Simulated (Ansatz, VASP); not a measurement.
## One calculation of Ga, two programs

The input INCAR:

```
SYSTEM = Ga
ALGO = Normal ; EDIFF = 1E-6
EDIFFG = -0.04 ; ENCUT = 600
GGA = PS ; IBRION = 2
ISIF = 3 ; ISMEAR = 0
LASPH = .TRUE. ; LCHARG = .FALSE.
LREAL = .FALSE. ; LWAVE = .FALSE.
NELM = 60 ; NSW = 90
PREC = Accurate ; SIGMA = 0.1
```

The input KPOINTS:

```
k-points
0
G
  6 6 4
  0 0 0
```

Contents of POSCAR:

```
Ga
1.0
    3.9088419701      0.0000000000      0.0000000000
   -1.9544209851      3.3851564455      0.0000000000
    0.0000000000      0.0000000000      4.4347120631
Ga
3
Direct
    0.2254000000      0.0000000000      0.3333333333
    0.0000000000      0.2254000000      0.6666666667
    0.7746000000      0.7746000000      0.0000000000
```

Input for Ansatz:

```yaml
crystal:
  lattice:
    - [3.9088419701, 0.0, 0.0]
    - [-1.9544209851, 3.3851564455, 0.0]
    - [0.0, 0.0, 4.4347120631]
  atoms:
    - { symbol: Ga, position: [0.2254, 0.0, 0.3333333333] }
    - { symbol: Ga, position: [0.0, 0.2254, 0.6666666667] }
    - { symbol: Ga, position: [0.7746, 0.7746, 0.0] }
basis:
  ecutwfc: 420
kpoints:
  mp_grid: { grid: [6, 6, 4] }
hamiltonian:
  xc: pbesol
scf:
  occupations: { method: gaussian, width: 0.1 }
  lower_state_search: "off"
output:
  forces: true
  stress: true
  eigenvalues: true
relax:
  adjacent_minimum: "off"
  f_tol: 0.04
  max_steps: 70
  cell: { stress_tol: 0.4 }
```

Alike in both runs: task relaxation of cell and atoms; functional PBEsol; k mesh 6 × 6 × 4; occupations gaussian, width 0.1 eV; no spin polarisation.

```csv
,VASP,Ansatz
version,VASP 6.6.1,Ansatz 0.2.0
potentials or method,"VASP PAW PBE potentials, release 64 (Ga_d), cutoff 600 eV","scalar-relativistic, plane waves, PAW"
valence electrons in the cell,39,39
```

|  | VASP | Ansatz | Ansatz less VASP |
| --- | --- | --- | --- |
| gap on the k mesh at the Fermi level, each at its own relaxed structure (eV) | none | none | - |
| relaxed volume (Å³/atom) | 18.48 | 18.75 | +0.265 |
| relaxed cell length with the largest relative difference (Å) | 5.314 | 4.078 | -1.2357 |

VASP's potentials were made for PBE, not for PBEsol. A gap of «none» marks a metal or a gap that the smearing closes. One of these differences is far larger than is usual between the two programs; its cause wasn't traced.
